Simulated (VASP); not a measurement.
Write the native input for VASP 6.6.1 that does the following.

```yaml
Task: single point
Functional: LDA
Potentials_or_basis: VASP PAW LDA potentials, release 64 (C)
Cutoff: 520 eV
k_mesh: 10 × 10 × 3
Occupations: gaussian, width 0.05 eV
Spin: no spin polarisation
Dipole_correction: no
Further_INCAR_settings: ALGO = Normal; EDIFF = 1e-06; NBANDS = 31
```

The structure of C lies in POSCAR:

```
C
1.0
   -2.4912907516      0.0000000000      0.0000000000
   -1.2456453758     -2.1575210791      0.0000000000
    0.7473872255      0.7191736930     10.2538776052
C
10
Direct
   -0.1500125790      0.0248185525      0.8741556576
    0.8301325790      0.9751814475      0.7252443424
    0.0835382599      0.1086956498      0.1257869493
    0.7965817401      0.8913043502      0.4736130507
    0.1034062653      0.1583656632      0.2747969895
    0.7767137347      0.8416343368      0.3246030105
    0.1900058307      0.3748645769      0.9242937306
    0.4901141693      0.6251354231      0.6751062694
    0.4101887475      0.4253218689      0.0756656066
    0.4699312525      0.5746781311      0.5237343934
```

This cell differs from its parent crystal: the part above a cut slid along it.

One way to write it, as run:

INCAR

```
SYSTEM = C
PREC = Accurate ; ENCUT = 520
EDIFF = 1E-6 ; ISMEAR = 0
SIGMA = 0.05 ; LREAL = .False.
LASPH = .True. ; NELM = 80
ALGO = Normal ; ISIF = 2
LWAVE = .False. ; LCHARG = .False.
NBANDS = 31
```

KPOINTS

```
regular mesh
0
Gamma
  10 10 3
  0 0 0
```

Potentials or basis: VASP PAW LDA potentials, release 64 (C).

Run with:

```bash
$ cat potpaw_LDA.64/C/POTCAR > POTCAR
$ mpirun -np 1 vasp_std > vasp.out
```

It gave:

- Pressure: 1.6 GPa
- Largest force: 3.289 eV/Å
- Band gap on the k mesh: 3.76 eV (least direct gap 4.91 eV)

Caveat: the cell differs from its parent crystal (the part above a cut slid along it); the stress differs along the axes, from -2 to 4 GPa; forces of over 1 eV/Å act on the atoms, so gaps and moduli don't describe the material at rest.

Wall time 6.6 min on 1 thread of Intel Xeon 8259CL (shared host), peak memory 0.27 GiB.
